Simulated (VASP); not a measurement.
# Zr5N (P-6m2) in VASP: further runs, part 2 of 2

VASP 6.6.1. Earlier steps stand in the parts before.

**3. Single point, PBE, collinear spin, ferromagnetic start**

Contents of INCAR:

```
SYSTEM = Zr5N
PREC = Accurate
ENCUT = 520
EDIFF = 1E-7
ISMEAR = 0
SIGMA = 0.1
LREAL = .FALSE.
LASPH = .TRUE.
NELM = 150
ALGO = Normal
ISIF = 2
LWAVE = .FALSE.
LCHARG = .FALSE.
ISPIN = 2
MAGMOM = 1 1 1 1 1 0
LORBIT = 11
LMAXMIX = 4
GGA = PE
NBANDS = 46
```

Contents of KPOINTS:

```
regular mesh
0
G
  6 6 2
  0 0 0
```

Contents of POSCAR:

```
Zr5N
1.0
    3.1655278322      0.0000000000      0.0000000000
   -1.5827639161      2.7414275191      0.0000000000
    0.0000000000      0.0000000000     13.6661918974
Zr N
5 1
Direct
    0.6666666667      0.3333333333      0.8928994370
    0.3333333333      0.6666666667      0.6938317296
    0.6666666667      0.3333333333      0.5000000000
    0.3333333333      0.6666666667      0.3061682704
    0.6666666667      0.3333333333      0.1071005630
    0.3333333333      0.6666666667      0.0000000000
```

Potentials or basis: VASP PAW PBE potentials, release 64 (Zr_sv, N).

On the command line:

```sh
$ cat potpaw_PBE.64/Zr_sv/POTCAR potpaw_PBE.64/N/POTCAR > POTCAR
$ mpirun -np 1 vasp_std > vasp.out
```

OUTCAR:

```text
SYSTEM = Zr5N
   PREC = Accurate
   ENCUT = 520
   EDIFF = 1E-7
   ISMEAR = 0
   LREAL = .FALSE.
   LASPH = .TRUE.
   NELM = 150
   ISIF = 2
   ISPIN = 2
   LORBIT = 11
   GGA = PE

 ion  position               nearest neighbor table
   1  0.667  0.333  0.893-   6 2.34   6 2.34   6 2.34   5 2.93   2 3.28   2 3.28   2 3.28
   2  0.333  0.667  0.694-   3 3.22   3 3.22   3 3.22   1 3.28   1 3.28   1 3.28
   3  0.667  0.333  0.500-   2 3.22   4 3.22   2 3.22   4 3.22   2 3.22   4 3.22
   4  0.333  0.667  0.306-   3 3.22   3 3.22   3 3.22   5 3.28   5 3.28   5 3.28
   5  0.667  0.333  0.107-   6 2.34   6 2.34   6 2.34   1 2.93   4 3.28   4 3.28   4 3.28
   6  0.333  0.667  0.000-   1 2.34   5 2.34   1 2.34   5 2.34   1 2.34   5 2.34

  LATTYP: Found a hexagonal cell.
 ALAT       =     3.1655278322
 C/A-ratio  =     4.3171921467

  Lattice vectors:

 A1 = (   3.1655278322,   0.0000000000,   0.0000000000)
 A2 = (  -1.5827639161,   2.7414275191,   0.0000000000)
 A3 = (   0.0000000000,   0.0000000000,  13.6661918974)

Analysis of symmetry for initial positions (statically):
=====================================================================
 Subroutine PRICEL returns:
 Original cell was already a primitive cell.

 Routine SETGRP: Setting up the symmetry group for a
 hexagonal supercell.

 Subroutine GETGRP returns: Found 12 space group operations
 (whereof 12 operations were pure point group operations)
 out of a pool of 24 trial point group operations.

The static configuration has the point symmetry D_3h.

Analysis of symmetry for dynamics (positions and initial velocities):
=====================================================================
 Subroutine PRICEL returns:
 Original cell was already a primitive cell.

 Routine SETGRP: Setting up the symmetry group for a
 hexagonal supercell.

 Subroutine GETGRP returns: Found 12 space group operations
 (whereof 12 operations were pure point group operations)
 out of a pool of 24 trial point group operations.

The dynamic configuration has the point symmetry D_3h.

Analysis of structural, dynamic, and magnetic symmetry:
=====================================================================
 Subroutine PRICEL returns:
 Original cell was already a primitive cell.

 Routine SETGRP: Setting up the symmetry group for a
 hexagonal supercell.

 Subroutine GETGRP returns: Found 12 space group operations
 (whereof 12 operations were pure point group operations)
 out of a pool of 24 trial point group operations.

The overall configuration has the point symmetry D_3h.

 Subroutine INISYM returns: Found 12 space group operations
 (whereof 12 operations are pure point group operations),
 and found     1 'primitive' translations

----------------------------------------------------------------------------------------

                                     Primitive cell

  volume of cell :     118.5961

  direct lattice vectors                    reciprocal lattice vectors
     3.165527832  0.000000000  0.000000000     0.315903083  0.182386730  0.000000000
    -1.582763916  2.741427519  0.000000000     0.000000000  0.364773459  0.000000000
     0.000000000  0.000000000 13.666191897     0.000000000  0.000000000  0.073173274

  length of vectors
     3.165527832  3.165527832 13.666191897     0.364773459  0.364773459  0.073173274

[... 85 lines left out ...]
   POTIM  = 0.5000    time-step for ionic-motion
   TEBEG  =    0.0;   TEEND  =   0.0 temperature during run
   PSTRESS=    0.0 pullay stress
   NELECT =      65.0000    total number of electrons
   NUPDOWN=      -1.0000    fix difference up-down
   EMIN   =  10.00;   EMAX   =-10.00  energy-range for DOS
   EFERMI =   0.00;   METHOD = LEGACY
   ISMEAR =     0;   SIGMA  =   0.10  broadening in eV -4-tet -1-fermi 0-gaus
   EFERMI_NEDOS =   21; number of points for ismear=-14 and -15
   IALGO  =     38    algorithm
   IMIX   =      4    mixing-type and parameters
     AMIX     =   0.40;   BMIX     =  1.00
     AMIX_MAG =   1.60;   BMIX_MAG =  1.00
  volume/ion in A,a.u.               =      19.77       133.39
  Fermi-wavevector in a.u.,A,eV,Ry     =   1.339746  2.531753 24.421361  1.794919
  Thomas-Fermi vector in A             =   2.468114
   LORBIT       =     11    0 simple, 1 ext, 2 COOP (PROOUT), +10 PAW based schemes
   GGA     = PE    functional components
   LHFCALC =     F    Hartree Fock is set to
   AEXX    =    0.0000 exact exchange contribution
   IVDW    =     0    specifies the selected vdW correction
   LEPSILON=     F    determine dielectric tensor
   LRPA    =     F    only Hartree local field effects (RPA)
 spin polarized calculation
 Gauss-broadening in eV      SIGMA  =   0.10
  energy-cutoff  :      520.00
  volume of cell :      118.60
 maximum number of plane-waves:      3216
 NGX is ok and might be reduce to    24
   NGX = 11   NGY = 11   NGZ = 51

 number of electron      65.0000000 magnetization       0.0001683

 number of electron      65.0000000 magnetization      -0.0001127

 Free energy of the ion-electron system (eV)
  ---------------------------------------------------
  ext. energy  EPLUGINS =         0.00000000
  ---------------------------------------------------
  free energy    TOTEN  =       -53.32475372 eV

  energy without entropy =      -53.29345409  energy(sigma->0) =      -53.30910390

 E-fermi :   9.1480     XC(G=0): -11.3174

 val. band max:        9.1306700079   @ k =   0.3333  -0.0000   0.5000
 cond. band min:       9.2037341349   @ k =   0.1667  -0.0000   0.5000
 fundamental gap:      0.0730641270
 Fermi energy:         9.1480312356

 spin component 1

 k-point     1 :       0.0000    0.0000    0.0000
  band No.  band energies     occupation
      1     -39.5816      1.00000
      2     -39.5290      1.00000
      3     -39.4783      1.00000
      4     -39.4270      1.00000
      5     -39.4250      1.00000
      6     -18.0203      1.00000
[... 647 lines left out ...]
     43      13.3628      0.00000
     44      13.5569      0.00000
 Fermi energy:         9.1480312356

 spin component 2

 k-point     1 :       0.0000    0.0000    0.0000
  band No.  band energies     occupation
      1     -39.5816      1.00000
      2     -39.5290      1.00000
      3     -39.4783      1.00000
      4     -39.4270      1.00000
      5     -39.4250      1.00000
      6     -18.0203      1.00000
[... 647 lines left out ...]
     43      13.3627      0.00000
     44      13.5568      0.00000
 [bands above 44 left out]

------------------------ aborting loop because EDIFF is reached ----------------------------------------

  FORCE on cell =-STRESS in cart. coord.  units (eV):
  Direction    XX          YY          ZZ          XY          YZ          ZX
  --------------------------------------------------------------------------------------
  -------------------------------------------------------------------------------------
  Total       -0.0441695     -0.0441695      0.1933741      0.0000000     -0.0000000      0.0000000
  in kB       -0.5967086     -0.5967086      2.6123932      0.0000000     -0.0000000      0.0000000
  external PRESSURE =       0.4729920 kB  Pullay stress =       0.0000000 kB

 VOLUME and BASIS-vectors are now :
 -----------------------------------------------------------------------------
  energy-cutoff  :      520.00
  volume of cell :      118.60
      direct lattice vectors                 reciprocal lattice vectors
     3.165527832  0.000000000  0.000000000     0.315903083  0.182386730  0.000000000
    -1.582763916  2.741427519  0.000000000     0.000000000  0.364773459  0.000000000
     0.000000000  0.000000000 13.666191897     0.000000000  0.000000000  0.073173274

 POSITION                                       TOTAL-FORCE (eV/Angst)
 -----------------------------------------------------------------------------------
      1.58276      0.91381     12.20254         0.000000     -0.000000     -0.030012
     -0.00000      1.82762      9.48204         0.000000      0.000000      0.006242
      1.58276      0.91381      6.83310        -0.000000      0.000000      0.000000
     -0.00000      1.82762      4.18415         0.000000     -0.000000     -0.006242
      1.58276      0.91381      1.46366         0.000000     -0.000000      0.030012
     -0.00000      1.82762      0.00000         0.000000      0.000000      0.000000
 -----------------------------------------------------------------------------------
    total drift:                               -0.000000      0.000000      0.000000

  FREE ENERGIE OF THE ION-ELECTRON SYSTEM (eV)
  ---------------------------------------------------
  free  energy   TOTEN  =       -53.3247537177 eV

  energy  without entropy=      -53.2934540885  energy(sigma->0) =      -53.30910390

 total charge

# of ion       s       p       d       tot
------------------------------------------
    1        2.194   5.993   1.643   9.830
    2        2.233   5.960   1.634   9.827
    3        2.236   5.953   1.660   9.849
    4        2.233   5.960   1.634   9.827
    5        2.194   5.993   1.643   9.830
    6        1.246   2.416   0.000   3.662
--------------------------------------------------
tot         12.336  32.276   8.214  52.826

 magnetization (x)

# of ion       s       p       d       tot
------------------------------------------
    1       -0.000  -0.000  -0.000  -0.000
    2        0.000   0.000   0.000   0.000
    3       -0.000  -0.000  -0.000  -0.000
    4        0.000   0.000   0.000   0.000
    5       -0.000  -0.000  -0.000  -0.000
    6       -0.000   0.000   0.000   0.000
--------------------------------------------------
tot         -0.000   0.000  -0.000  -0.000
```

Run time: 3.8 min. Hardware: 1 thread of Intel Xeon Platinum 8375C at 2.90GHz (Ice Lake), shared host; peak memory 0.34 GiB.

What came out:

```yaml
Free_energy: -53.3248 eV
Pressure: 0.0 GPa
Largest_force: 0.030 eV/Å
Net_moment: 0.00 μB per cell
Valence_electrons_inside_the_program's_atomic_spheres: Zr 9.83, 9.85; N 3.66
```

Forces on the atoms (eV/Å):
```
Zr   0.000  0.000 -0.030
Zr   0.000  0.000  0.006
Zr   0.000  0.000  0.000
Zr   0.000  0.000 -0.006
Zr   0.000  0.000  0.030
N    0.000  0.000  0.000
```

Stress tensor (GPa, compression positive):
```
-0.06  0.00  0.00
 0.00 -0.06  0.00
 0.00  0.00  0.26
```

Levels at points of the mesh, in eV from the Fermi level:
Spin up:
```csv
k point,band 29,band 30,band 31,band 32,band 33,band 34,band 35,band 36,band 37,band 38
"(0.00, 0.00, 0.00)",-0.54,-0.43,0.42,0.43,0.95,0.95,1.06,1.06,1.37,1.37
"(0.50, 0.00, 0.00)",-1.42,-1.19,-1.09,-0.39,-0.29,1.02,1.23,1.27,1.58,1.67
"(0.00, 0.00, 0.50)",-0.51,-0.35,0.33,0.34,0.97,0.97,1.15,1.15,1.19,1.19
"(0.50, 0.00, 0.50)",-1.46,-1.37,-0.85,-0.58,0.19,0.79,1.29,1.32,1.33,1.77
```
Spin down:
```csv
k point,band 30,band 31,band 32,band 33,band 34,band 35,band 36,band 37
"(0.00, 0.00, 0.00)",-0.43,0.42,0.43,0.95,0.95,1.06,1.06,1.37
"(0.50, 0.00, 0.00)",-1.19,-1.09,-0.39,-0.29,1.02,1.23,1.27,1.58
"(0.00, 0.00, 0.50)",-0.35,0.33,0.34,0.97,0.97,1.15,1.15,1.19
"(0.50, 0.00, 0.50)",-1.37,-0.85,-0.58,0.19,0.79,1.29,1.32,1.33
```

Caveat: the k points lie up to 0.38 Å⁻¹ apart.
